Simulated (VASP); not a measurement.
# CdO (Fm-3m) in VASP: single point with PBEsol

Aim: the single point of CdO with PBEsol.

Everything below comes from runs of VASP 6.6.1. Logs are shortened: lines on timing, memory, paths and dates and some standing lists are left out, and cuts for length are marked.

## Step 1: The cell of the first run

Symmetry: Fm-3m, No. 225, cubic system. The conventional cell has a = 4.691 Å, b = 4.691 Å, c = 4.691 Å, α = 90.00°, β = 90.00°, γ = 90.00°. Cd (site symmetry m-3m) has 6 O at 2.35 Å within 3.1 Å. O (site symmetry m-3m) has 6 Cd at 2.35 Å within 3.1 Å.

## Step 2: Single point, PBEsol

Input file INCAR:

```
SYSTEM = CdO
ALGO = Normal
EDIFF = 1E-6
ENCUT = 600
GGA = PS
GGA_COMPAT = .FALSE.
ISIF = 2
ISMEAR = 0
LASPH = .TRUE.
LCHARG = .TRUE.
LELF = .TRUE.
LREAL = .FALSE.
LVHAR = .TRUE.
LWAVE = .FALSE.
NBANDS = 16
NELM = 120
PREC = Accurate
SIGMA = 0.1
```

Input file KPOINTS:

```
k-points
0
G
  16 16 16
  0 0 0
```

Input file POSCAR:

```
CdO
1.0
    0.0000000000     -2.3452942121     -2.3452942121
    2.3452942121      0.0000000000     -2.3452942121
    2.3452942121     -2.3452942121      0.0000000000
Cd O
1 1
Direct
    0.0000000000      0.0000000000      0.0000000000
    0.5000000000      0.5000000000      0.5000000000
```

Potentials or basis: VASP PAW PBE potentials, release 64 (Cd, O).

Command:

```
$ cat potpaw_PBE.64/Cd/POTCAR potpaw_PBE.64/O/POTCAR > POTCAR
$ mpirun -np 1 vasp_std > vasp.out
```

OUTCAR:

```text
SYSTEM = CdO
   EDIFF = 1E-6
   ENCUT = 600
   GGA = PS
   ISIF = 2
   ISMEAR = 0
   LASPH = .TRUE.
   LREAL = .FALSE.
   NELM = 120
   PREC = Accurate

 ion  position               nearest neighbor table
   1  0.000  0.000  0.000-   2 2.35   2 2.35   2 2.35   2 2.35   2 2.35   2 2.35
   2  0.500  0.500  0.500-   1 2.35   1 2.35   1 2.35   1 2.35   1 2.35   1 2.35

  LATTYP: Found a face centered cubic cell.
 ALAT       =     4.6905884242

  Lattice vectors:

 A1 = (   0.0000000000,  -2.3452942121,  -2.3452942121)
 A2 = (   2.3452942121,   0.0000000000,  -2.3452942121)
 A3 = (   2.3452942121,  -2.3452942121,   0.0000000000)

Analysis of symmetry for initial positions (statically):
=====================================================================
 Subroutine PRICEL returns:
 Original cell was already a primitive cell.

 Routine SETGRP: Setting up the symmetry group for a
 face centered cubic supercell.

 Subroutine GETGRP returns: Found 48 space group operations
 (whereof 48 operations were pure point group operations)
 out of a pool of 48 trial point group operations.

The static configuration has the point symmetry O_h .

Analysis of symmetry for dynamics (positions and initial velocities):
=====================================================================
 Subroutine PRICEL returns:
 Original cell was already a primitive cell.

 Routine SETGRP: Setting up the symmetry group for a
 face centered cubic supercell.

 Subroutine GETGRP returns: Found 48 space group operations
 (whereof 48 operations were pure point group operations)
 out of a pool of 48 trial point group operations.

The dynamic configuration has the point symmetry O_h .

 Subroutine INISYM returns: Found 48 space group operations
 (whereof 48 operations are pure point group operations),
 and found     1 'primitive' translations

----------------------------------------------------------------------------------------

                                     Primitive cell

  volume of cell :      25.8001

  direct lattice vectors                    reciprocal lattice vectors
     0.000000000 -2.345294212 -2.345294212    -0.213192868 -0.213192868 -0.213192868
     2.345294212  0.000000000 -2.345294212     0.213192868  0.213192868 -0.213192868
     2.345294212 -2.345294212  0.000000000     0.213192868 -0.213192868  0.213192868

  length of vectors
     3.316746883  3.316746883  3.316746883     0.369260880  0.369260880  0.369260880

[... 80 lines left out ...]
   EDIFF  = 0.1E-05   stopping-criterion for ELM
   LREAL  =      F    real-space projection
   EDIFFG = 0.1E-04   stopping-criterion for IOM
   NSW    =      0    number of steps for IOM
   IBRION =     -1    ionic relax: 0-MD 1-quasi-New 2-CG
   NFREE  =      0    steps in history (QN), initial steepest desc. (CG)
   ISIF   =      2    stress and relaxation
   ISYM   =      2    0-nonsym 1-usesym 2-fastsym
   POTIM  = 0.5000    time-step for ionic-motion
   TEBEG  =    0.0;   TEEND  =   0.0 temperature during run
   PSTRESS=    0.0 pullay stress
   NELECT =      18.0000    total number of electrons
   NUPDOWN=      -1.0000    fix difference up-down
   EMIN   =  10.00;   EMAX   =-10.00  energy-range for DOS
   EFERMI =   0.00;   METHOD = LEGACY
   ISMEAR =     0;   SIGMA  =   0.10  broadening in eV -4-tet -1-fermi 0-gaus
   EFERMI_NEDOS =   21; number of points for ismear=-14 and -15
   IALGO  =     38    algorithm
   IMIX   =      4    mixing-type and parameters
     AMIX     =   0.40;   BMIX     =  1.00
     AMIX_MAG =   1.60;   BMIX_MAG =  1.00
  volume/ion in A,a.u.               =      12.90        87.05
  Fermi-wavevector in a.u.,A,eV,Ry     =   1.451972  2.743830 28.684124  2.108224
  Thomas-Fermi vector in A             =   2.569408
   LORBIT       =      0    0 simple, 1 ext, 2 COOP (PROOUT), +10 PAW based schemes
   GGA     = PS    functional components
   LHFCALC =     F    Hartree Fock is set to
   AEXX    =    0.0000 exact exchange contribution
   IVDW    =     0    specifies the selected vdW correction
   LEPSILON=     F    determine dielectric tensor
   LRPA    =     F    only Hartree local field effects (RPA)
 non-spin polarized calculation
 Gauss-broadening in eV      SIGMA  =   0.10
  energy-cutoff  :      600.00
  volume of cell :       25.80
 maximum number of plane-waves:       882
   NGX = 13   NGY = 13   NGZ = 13

 number of electron      18.0000003 magnetization

 Free energy of the ion-electron system (eV)
  ---------------------------------------------------
  ext. energy  EPLUGINS =         0.00000000
  ---------------------------------------------------
  free energy    TOTEN  =        -8.50429057 eV

  energy without entropy =       -8.50367841  energy(sigma->0) =       -8.50398449

 E-fermi :   2.0097     XC(G=0): -11.9940

 val. band max:        1.9627525667   @ k =   0.0625   0.0000   0.0000
 cond. band min:       2.1359325473   @ k =   0.0625   0.0625   0.0000
 fundamental gap:      0.1731799806
 Fermi energy:         2.0097087960

 k-point     1 :       0.0000    0.0000    0.0000
  band No.  band energies     occupation
      1     -15.4325      2.00000
      2      -4.7372      2.00000
      3      -4.7372      2.00000
      4      -4.7372      2.00000
      5      -4.4290      2.00000
      6      -4.4290      2.00000
[... 433 lines left out ...]
      3      -4.7310      2.00000
      4      -4.7069      2.00000
      5      -4.5638      2.00000
      6      -4.4475      2.00000
[... 8 lines left out ...]
     15      18.9694      0.00000
     16      21.0389      0.00000

 [... further k-points ...]

------------------------ aborting loop because EDIFF is reached ----------------------------------------

  FORCE on cell =-STRESS in cart. coord.  units (eV):
  Direction    XX          YY          ZZ          XY          YZ          ZX
  --------------------------------------------------------------------------------------
  -------------------------------------------------------------------------------------
  Total        0.2178052      0.2178052      0.2178052     -0.0000000      0.0000000     -0.0000000
  in kB       13.5256074     13.5256074     13.5256074     -0.0000000      0.0000000     -0.0000000
  external PRESSURE =      13.5256074 kB  Pullay stress =       0.0000000 kB

 VOLUME and BASIS-vectors are now :
 -----------------------------------------------------------------------------
  energy-cutoff  :      600.00
  volume of cell :       25.80
      direct lattice vectors                 reciprocal lattice vectors
     0.000000000 -2.345294212 -2.345294212    -0.213192868 -0.213192868 -0.213192868
     2.345294212  0.000000000 -2.345294212     0.213192868  0.213192868 -0.213192868
     2.345294212 -2.345294212  0.000000000     0.213192868 -0.213192868  0.213192868

 POSITION                                       TOTAL-FORCE (eV/Angst)
 -----------------------------------------------------------------------------------
      0.00000      0.00000      0.00000         0.000000     -0.000000     -0.000000
      2.34529     -2.34529     -2.34529        -0.000000      0.000000      0.000000
 -----------------------------------------------------------------------------------
    total drift:                                0.000000     -0.000000     -0.000000

  FREE ENERGIE OF THE ION-ELECTRON SYSTEM (eV)
  ---------------------------------------------------
  free  energy   TOTEN  =        -8.5042905725 eV

  energy  without entropy=       -8.5036784104  energy(sigma->0) =       -8.50398449
```

OSZICAR:

```text
N       E                     dE             d eps       ncg     rms          rms(c)
DAV:   1     0.125340397793E+03    0.12534E+03   -0.11273E+04  4824   0.129E+03
DAV:   2    -0.630018179162E+01   -0.13164E+03   -0.12057E+03  5216   0.305E+02
DAV:   3    -0.100626003164E+02   -0.37624E+01   -0.37553E+01  5752   0.565E+01
DAV:   4    -0.100720295904E+02   -0.94293E-02   -0.94291E-02  5720   0.271E+00
DAV:   5    -0.100720563617E+02   -0.26771E-04   -0.26771E-04  5912   0.130E-01    0.100E+01
DAV:   6    -0.857636784211E+01    0.14957E+01   -0.41324E+00  6352   0.358E+01    0.912E+00
DAV:   7    -0.852881852862E+01    0.47549E-01   -0.56477E-01  4952   0.730E+00    0.479E+00
DAV:   8    -0.850783059990E+01    0.20988E-01   -0.10443E-01  4880   0.278E+00    0.633E-01
DAV:   9    -0.850429982699E+01    0.35308E-02   -0.69326E-03  5648   0.838E-01    0.131E-01
DAV:  10    -0.850427068078E+01    0.29146E-04   -0.10063E-03  5144   0.300E-01    0.537E-02
DAV:  11    -0.850429259664E+01   -0.21916E-04   -0.40771E-05  5760   0.653E-02    0.120E-02
DAV:  12    -0.850429066980E+01    0.19268E-05   -0.50959E-06  5400   0.309E-02    0.331E-03
DAV:  13    -0.850429057248E+01    0.97319E-07   -0.27958E-07  2720   0.564E-03
   1 F= -.85042906E+01 E0= -.85039845E+01  d E =-.612162E-03
```

It took 52 s on 1 thread of Intel Xeon Platinum 8488C (Sapphire Rapids), shared host; peak memory 0.21 GiB.

What came out:

| Quantity | Value |
| --- | --- |
| Free energy | -8.5043 eV |
| Pressure | 1.4 GPa |
| Band gap on the k mesh | zero (band 9 reaches 1.93 eV, above the bottom of band 10 at 1.41 eV) |

Levels at points of the mesh, in eV from the Fermi level:
| k point | band 6 | band 7 | band 8 | band 9 | band 10 | band 11 | band 12 | band 13 |
| --- | --- | --- | --- | --- | --- | --- | --- | --- |
| (0.00, 0.00, 0.00) | -6.44 | -1.46 | -1.46 | -1.46 | -0.60 | 14.70 | 16.85 | 16.85 |
| (0.50, 0.00, 0.00) | -6.17 | -3.92 | -0.08 | -0.08 | 4.22 | 7.21 | 11.75 | 11.75 |
| (0.50, 0.50, 0.00) | -5.71 | -4.54 | -2.46 | -2.46 | 3.72 | 8.39 | 11.00 | 13.20 |

Caveat: the PAW data sets were made with another functional, which shifts forces and pressure a little.
